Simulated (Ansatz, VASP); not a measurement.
W in VASP and in Ansatz

The input INCAR:

```
SYSTEM = W
ALGO = Fast
EDIFF = 1E-6
ENCUT = 520
GGA = PE
ISIF = 2
ISMEAR = 0
LASPH = .True.
LCHARG = .False.
LREAL = .False.
LWAVE = .False.
NBANDS = 36
NELM = 80
PREC = Accurate
SIGMA = 0.15
```

KPOINTS

```
k-points
0
Gamma
  18 18 5
  0 0 0
```

The input POSCAR:

```
W
1.0
   -1.5973000000      1.5973000000     -1.5973000000
   -1.5973000000     -1.5973000000      1.5973000000
    0.0000000000      6.9195300859      6.9195300859
W
4
Direct
    0.0000000000      0.0000000000      0.8079378123
    0.5000000000      0.5000000000      0.1154196875
    0.0000000000      0.0000000000      0.3462590624
    0.5000000000      0.5000000000      0.5770984374
```

Input for Ansatz:

```yaml
crystal:
  lattice:
    - [-1.5973, 1.5973, -1.5973]
    - [-1.5973, -1.5973, 1.5973]
    - [0.0, 6.9195300859, 6.9195300859]
  atoms:
    - { symbol: W, position: [0.0, 0.0, 0.8079378123] }
    - { symbol: W, position: [0.5, 0.5, 0.1154196875] }
    - { symbol: W, position: [0.0, 0.0, 0.3462590624] }
    - { symbol: W, position: [0.5, 0.5, 0.5770984374] }
basis:
  ecutwfc: 420
kpoints:
  mp_grid: { grid: [18, 18, 5] }
hamiltonian:
  xc: pbe
scf:
  occupations: { method: gaussian, width: 0.15 }
output:
  forces: true
  stress: true
  eigenvalues: true
```

Alike in both runs: task single point; functional PBE; k mesh 18 × 18 × 5; occupations gaussian, width 0.15 eV; no spin polarisation.

|  | VASP | Ansatz |
| --- | --- | --- |
| version | VASP 6.6.1 | Ansatz 0.2.0 |
| potentials or method | VASP PAW PBE potentials, release 64 (W_sv), cutoff 520 eV | scalar-relativistic, plane waves, PAW |
| valence electrons in the cell | 56 | 56 |

|  | VASP | Ansatz | Ansatz less VASP |
| --- | --- | --- | --- |
| gap on the k mesh at the Fermi level (eV) | none | none | - |
| pressure (GPa) | -13.0 | -13.3 | -0.33 |
| traceless stress, the component that is largest in VASP (GPa) | -4.63 | -4.57 | +0.065 |
| rms of the force components (eV/Å) | 0.634 | 0.626 | -0.0081 |

Atom by atom the forces differ by 0.008 eV/Å (rms over components). A gap of «none» marks a metal or a gap that the smearing closes.

Spin-orbit coupling is off throughout.
